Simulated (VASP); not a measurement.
Set up this calculation in VASP 6.6.1, as the native input.

| Quantity | Value |
| --- | --- |
| Task | relaxation of cell and atoms |
| Functional | PBE |
| Potentials or basis | VASP PAW PBE potentials, release 64 (Eu, Be) |
| Cutoff | 600 eV |
| k mesh | 6 × 6 × 6 |
| Occupations | gaussian, width 0.1 eV |
| Spin | collinear spin, ferromagnetic start |
| Starting moments | [7.0, 0.0, 0.0, 0.0] μB |
| Dipole correction | no |
| Further INCAR settings | ALGO = Normal; EDIFF = 1e-06; IBRION = 2; EDIFFG = -0.04; NSW = 90; ISIF = 3 |

The structure of EuBe3 lies in POSCAR:

```
EuBe3
1.0
    3.7137152000      0.0000000000      0.0000000000
    0.0000000000      3.7137152000      0.0000000000
    0.0000000000      0.0000000000      3.7137152000
Eu Be
1 3
Direct
    0.0000000000      0.0000000000      0.0000000000
    0.5000000000      0.0000000000      0.5000000000
    0.0000000000      0.5000000000      0.5000000000
    0.5000000000      0.5000000000      0.0000000000
```

The cell was generated, and may not be a known phase.

One way to write it, as run:

INCAR

```
SYSTEM = EuBe3
  PREC = Accurate
  ENCUT = 600
  EDIFF = 1E-6
  ISMEAR = 0
  SIGMA = 0.1
  LREAL = .False.
  LASPH = .True.
  NELM = 150
  ALGO = Normal
  ISIF = 3
  LWAVE = .False.
  LCHARG = .False.
  ISPIN = 2
  MAGMOM = 7 0 0 0
  LORBIT = 11
  LMAXMIX = 6
  GGA = PE
  IBRION = 2
  NSW = 90
  EDIFFG = -0.04
```

KPOINTS

```
regular mesh
0
Gamma
  6 6 6
  0 0 0
```

Potentials or basis: VASP PAW PBE potentials, release 64 (Eu, Be).

Run with:

```sh
$ cat potpaw_PBE.64/Eu/POTCAR potpaw_PBE.64/Be/POTCAR > POTCAR
$ mpirun -np 1 vasp_std > vasp.out
```

It gave:

```
Relaxed volume                                        : 16.49 Å³/atom
Relaxed cell                                          : a = 4.041 Å, b = 4.041 Å, c = 4.041 Å, α = 90.00°, β = 90.00°, γ = 90.00°
Space group after relaxing (to 0.1 Å)                 : Pm-3m (No. 221)
Energy gained by relaxing                             : 195.1 meV/atom
Ionic steps                                           : 3
Pressure after relaxing                               : -0.1 GPa
Net moment                                            : -7.63 μB per cell
Site moments                                          : Eu -6.51; Be -0.08 μB
Valence electrons inside the program's atomic spheres : Eu 14.80; Be 0.83
```

Caveat: the volume moved by over 15 % at a fixed basis, so the end points are rough; semilocal functionals describe open f shells poorly, which spoils levels, moments and volumes.

Run time: 11 min on 1 thread of Intel(R) Xeon(R) Platinum 8175M CPU @ 2.50GHz (Skylake/Cascade Lake), with other jobs on the host, peak memory 0.23 GiB.
